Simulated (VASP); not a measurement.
# Cd (P6_3/mmc) in VASP: further runs, part 2 of 2

VASP 6.6.1.

## (4) Electric field gradients, PBE

This run uses another cell than the first one, of 21.59 Å³/atom.

Contents of INCAR:

```
PREC = Accurate
ENCUT = 400
EDIFF = 1E-8
ISMEAR = -1
SIGMA = 0.05
LREAL = False
LASPH = True
NELM = 120
ALGO = Normal
ISIF = 2
LWAVE = False
LCHARG = False
GGA = PE
LEFG = True
NBANDS = 19
GGA_COMPAT = False
```

Contents of KPOINTS:

```
Automatic mesh
0
Gamma
  16 16 7
```

Contents of POSCAR:

```
Cd
1.0
    2.9788725081      0.0000000000      0.0000000000
   -1.4894362540      2.5797792666      0.0000000000
    0.0000000000      0.0000000000      5.6176500000
Cd
2
Direct
    0.3333333333      0.6666666667      0.2500000000
    0.6666666667      0.3333333333      0.7500000000
```

Potentials or basis: VASP PAW PBE potentials, release 64 (Cd).

Command:

```bash
$ cat potpaw_PBE.64/Cd/POTCAR > POTCAR
$ mpirun -np 1 vasp_std > vasp.out
```

OUTCAR:

```text
PREC = Accurate
   ENCUT = 400
   EDIFF = 1E-8
   ISMEAR = -1
   LREAL = False
   LASPH = True
   NELM = 120
   ISIF = 2
   GGA = PE

 ion  position               nearest neighbor table
   1  0.333  0.667  0.250-   2 3.29   2 3.29   2 3.29   2 3.29   2 3.29   2 3.29
   2  0.667  0.333  0.750-   1 3.29   1 3.29   1 3.29   1 3.29   1 3.29   1 3.29

  LATTYP: Found a hexagonal cell.
 ALAT       =     2.9788725081
 C/A-ratio  =     1.8858309594

  Lattice vectors:

 A1 = (   2.9788725081,   0.0000000000,   0.0000000000)
[... 743 lines left out ...]
  ---------------------------------------------------
  free  energy   TOTEN  =        -1.4695182628 eV

  energy  without entropy=       -1.4647403797  energy(sigma->0) =       -1.46712932

 Electric field gradients (V/A^2)
---------------------------------------------------------------------
 ion       V_xx      V_yy      V_zz      V_xy      V_xz      V_yz
---------------------------------------------------------------------
   1     -39.830   -39.827    79.657     0.002     0.000    -0.000
   2     -39.830   -39.827    79.657     0.002    -0.000     0.000
---------------------------------------------------------------------

 Electric field gradients after diagonalization (V/A^2)
 (convention: |V_zz| > |V_xx| > |V_yy|)
----------------------------------------------------------------------
 ion       V_xx      V_yy      V_zz     asymmetry (V_yy - V_xx)/ V_zz
----------------------------------------------------------------------
   1     -39.831   -39.826    79.657       0.000
   2     -39.831   -39.826    79.657       0.000
----------------------------------------------------------------------

           NMR quadrupolar parameters

 Cq : quadrupolar parameter    Cq=e*Q*V_zz/h
 eta: asymmetry parameters     (V_yy - V_xx)/ V_zz
 Q  : nuclear electric quadrupole moment in mb (millibarn)
----------------------------------------------------------------------
 ion       Cq(MHz)       eta       Q (mb)
----------------------------------------------------------------------
   1       0.193       0.000       1.000
   2       0.193       0.000       1.000
----------------------------------------------------------------------
```

OSZICAR:

```text
N       E                     dE             d eps       ncg     rms          rms(c)
DAV:   1     0.151634324076E+03    0.15163E+03   -0.11439E+04  4568   0.104E+03
DAV:   2     0.189695125774E+01   -0.14974E+03   -0.14551E+03  4794   0.306E+02
DAV:   3    -0.156779174573E+01   -0.34647E+01   -0.34585E+01  5226   0.531E+01
DAV:   4    -0.157321026857E+01   -0.54185E-02   -0.54182E-02  5052   0.195E+00
DAV:   5    -0.157322710691E+01   -0.16838E-04   -0.16838E-04  5010   0.108E-01    0.457E+00
DAV:   6    -0.147478086909E+01    0.98446E-01   -0.23845E-01  5023   0.587E+00    0.363E+00
DAV:   7    -0.146932303617E+01    0.54578E-02   -0.28117E-02  5052   0.159E+00    0.166E+00
DAV:   8    -0.146943868690E+01   -0.11565E-03   -0.35496E-03  4879   0.732E-01    0.923E-02
DAV:   9    -0.146947874269E+01   -0.40056E-04   -0.19232E-05  5233   0.456E-02    0.379E-02
DAV:  10    -0.146951794828E+01   -0.39206E-04   -0.35111E-05  4908   0.559E-02    0.379E-03
DAV:  11    -0.146951834221E+01   -0.39393E-06   -0.46317E-08  4981   0.202E-03    0.168E-03
DAV:  12    -0.146951821231E+01    0.12990E-06   -0.15275E-08  4080   0.905E-04    0.283E-04
DAV:  13    -0.146951824733E+01   -0.35018E-07   -0.29830E-10  2643   0.182E-04    0.756E-05
DAV:  14    -0.146951826461E+01   -0.17286E-07   -0.55060E-11  2547   0.644E-05    0.523E-05
DAV:  15    -0.146951826284E+01    0.17681E-08   -0.45732E-12  2499   0.238E-05
   1 F= -.14695183E+01 E0= -.14671293E+01  d E =-.477788E-02
```

Run time: 1.7 min. Hardware: 1 thread of Intel Xeon 8259CL, shared host; peak memory 0.18 GiB.

What came out:

- Free energy: -1.4695 eV
- Pressure: 2.3 GPa
- Band gap on the k mesh: zero (bands 12 and 13 overlap by 3.95 eV)
- Largest electric field gradient by atom: Cd +79.7 V/Å²

Electric field gradients, principal values (V/Å²):
```
atom    least   middle  greatest (by size)
1 Cd  -39.826  -39.831              79.657
2 Cd  -39.826  -39.831              79.657
```

Caveat: without QUAD_EFG the Cq values of the log hold for a quadrupole moment of 1 mb, not for the nuclei.

## (5) Electric field gradients, PBE (22.23 Å³/atom)

This run uses another cell than the first one, of 22.23 Å³/atom.

Contents of INCAR:

```
SYSTEM = Cd
  PREC = Accurate
  ENCUT = 400
  EDIFF = 1E-8
  ISMEAR = -1
  SIGMA = 0.05
  LREAL = .FALSE.
  LASPH = .TRUE.
  NELM = 120
  ALGO = Normal
  ISIF = 2
  LWAVE = .FALSE.
  LCHARG = .FALSE.
  GGA = PE
  LEFG = .TRUE.
  NBANDS = 19
  GGA_COMPAT = .FALSE.
```

Contents of KPOINTS:

```
regular mesh
0
G
  16 16 7
  0 0 0
```

Contents of POSCAR:

```
Cd
1.0
    3.0083682136      0.0000000000      0.0000000000
   -1.5041841067      2.6053232968      0.0000000000
    0.0000000000      0.0000000000      5.6732739145
Cd
2
Direct
    0.3333333333      0.6666666667      0.2500000000
    0.6666666667      0.3333333333      0.7500000000
```

Potentials or basis: VASP PAW PBE potentials, release 64 (Cd).

Command:

```bash
$ cat potpaw_PBE.64/Cd/POTCAR > POTCAR
$ mpirun -np 1 vasp_std > vasp.out
```

OUTCAR:

```text
SYSTEM = Cd
   PREC = Accurate
   ENCUT = 400
   EDIFF = 1E-8
   ISMEAR = -1
   LREAL = .FALSE.
   LASPH = .TRUE.
   NELM = 120
   ISIF = 2
   GGA = PE

 ion  position               nearest neighbor table
   1  0.333  0.667  0.250-   2 3.33   2 3.33   2 3.33   2 3.33   2 3.33   2 3.33
   2  0.667  0.333  0.750-   1 3.33   1 3.33   1 3.33   1 3.33   1 3.33   1 3.33

  LATTYP: Found a hexagonal cell.
 ALAT       =     3.0083682136
 C/A-ratio  =     1.8858309594

  Lattice vectors:

 A1 = (   3.0083682136,   0.0000000000,   0.0000000000)
 A2 = (  -1.5041841067,   2.6053232968,   0.0000000000)
[... 743 lines left out ...]
  free  energy   TOTEN  =        -1.4883530050 eV

  energy  without entropy=       -1.4833009561  energy(sigma->0) =       -1.48582698

 Electric field gradients (V/A^2)
---------------------------------------------------------------------
 ion       V_xx      V_yy      V_zz      V_xy      V_xz      V_yz
---------------------------------------------------------------------
   1     -37.776   -37.772    75.547     0.003     0.000    -0.000
   2     -37.776   -37.772    75.547     0.003    -0.000     0.000
---------------------------------------------------------------------

 Electric field gradients after diagonalization (V/A^2)
 (convention: |V_zz| > |V_xx| > |V_yy|)
----------------------------------------------------------------------
 ion       V_xx      V_yy      V_zz     asymmetry (V_yy - V_xx)/ V_zz
----------------------------------------------------------------------
   1     -37.777   -37.770    75.547       0.000
   2     -37.777   -37.770    75.547       0.000
----------------------------------------------------------------------

           NMR quadrupolar parameters

 Cq : quadrupolar parameter    Cq=e*Q*V_zz/h
 eta: asymmetry parameters     (V_yy - V_xx)/ V_zz
 Q  : nuclear electric quadrupole moment in mb (millibarn)
----------------------------------------------------------------------
 ion       Cq(MHz)       eta       Q (mb)
----------------------------------------------------------------------
   1       0.183       0.000       1.000
   2       0.183       0.000       1.000
----------------------------------------------------------------------
```

OSZICAR:

```text
N       E                     dE             d eps       ncg     rms          rms(c)
DAV:   1     0.151468811538E+03    0.15147E+03   -0.11346E+04  4600   0.103E+03
DAV:   2     0.192386545908E+01   -0.14954E+03   -0.14541E+03  4782   0.304E+02
DAV:   3    -0.157846132701E+01   -0.35023E+01   -0.34963E+01  5210   0.535E+01
DAV:   4    -0.158396301435E+01   -0.55017E-02   -0.55014E-02  5014   0.197E+00
DAV:   5    -0.158398070065E+01   -0.17686E-04   -0.17687E-04  5040   0.110E-01    0.423E+00
DAV:   6    -0.149243219337E+01    0.91549E-01   -0.22796E-01  5022   0.563E+00    0.342E+00
DAV:   7    -0.148794895322E+01    0.44832E-02   -0.25687E-02  5051   0.148E+00    0.163E+00
DAV:   8    -0.148826776259E+01   -0.31881E-03   -0.33453E-03  4895   0.701E-01    0.894E-02
DAV:   9    -0.148831485564E+01   -0.47093E-04   -0.22308E-05  5221   0.479E-02    0.345E-02
DAV:  10    -0.148835268100E+01   -0.37825E-04   -0.34850E-05  4916   0.565E-02    0.328E-03
DAV:  11    -0.148835307045E+01   -0.38945E-06   -0.32308E-08  4486   0.161E-03    0.158E-03
DAV:  12    -0.148835295614E+01    0.11431E-06   -0.17341E-08  4071   0.933E-04    0.142E-04
DAV:  13    -0.148835298972E+01   -0.33584E-07   -0.31693E-10  2656   0.194E-04    0.581E-05
DAV:  14    -0.148835300691E+01   -0.17180E-07   -0.53171E-11  2499   0.598E-05    0.441E-05
DAV:  15    -0.148835300500E+01    0.19049E-08   -0.40901E-12  2502   0.187E-05
   1 F= -.14883530E+01 E0= -.14858270E+01  d E =-.505205E-02
```

stdout:

```text
POSCAR found type information on POSCAR Cd
 POSCAR found :  1 types and       2 ions
 scaLAPACK will be used
 LDA part: xc-table for (Slater+PW92), standard interpolation
 POSCAR, INCAR and KPOINTS ok, starting setup
 FFT: planning ... GRIDC
 FFT: planning ... GRID_SOFT
 FFT: planning ... GRID
 WAVECAR not read
 entering main loop
ion   1

ion   2
```

It took 1.7 min on 1 thread of Intel Xeon 8259CL, shared host; peak memory 0.18 GiB.

What came out:

| Property | Result |
| --- | --- |
| Free energy | -1.4884 eV |
| Pressure | 0.6 GPa |
| Band gap on the k mesh | zero (bands 12 and 13 overlap by 3.81 eV) |
| Largest electric field gradient by atom | Cd +75.5 V/Å² |

Levels at points of the mesh, in eV from the Fermi level:
```
           k point  band 8  band 9  band 10  band 11  band 12  band 13  band 14  band 15  band 16  band 17
(0.00, 0.00, 0.00)   -8.72   -8.69    -8.49    -8.49    -3.07    -2.93    10.36    14.31    14.54    14.54
(0.50, 0.00, 0.00)   -8.52   -8.24    -8.21    -2.28    -1.86     1.91     2.98     2.99     5.14     8.22
```

Electric field gradients, principal values (V/Å²):
```csv
atom,least,middle,greatest (by size)
1 Cd,-37.770,-37.777,75.547
2 Cd,-37.770,-37.777,75.547
```

Caveat: without QUAD_EFG the Cq values of the log hold for a quadrupole moment of 1 mb, not for the nuclei.

## (6) Summary

```csv
cell,gap on the mesh (eV),pressure (GPa)
"a = 2.919, b = 2.919, c = 5.504 Å, angles 90.0, 90.0, 120.0°, 2 atoms",none,6.9
"a = 2.949, b = 2.949, c = 5.561 Å, angles 90.0, 90.0, 120.0°, 2 atoms",none,4.4
"a = 2.979, b = 2.979, c = 5.618 Å, angles 90.0, 90.0, 120.0°, 2 atoms",none,2.3
"a = 3.008, b = 3.008, c = 5.673 Å, angles 90.0, 90.0, 120.0°, 2 atoms",none,0.6
```

Alike in all rows: task electric field gradients; level PBE; potentials or basis VASP PAW PBE potentials, release 64 (Cd); no spin polarisation; k mesh 16 × 16 × 7; cutoff (eV) 400; smearing fermi-dirac 0.05 eV.

Caveats: the cell stands under pressure (at least some runs).

Absolute energies hang on the potentials; compare differences alone.
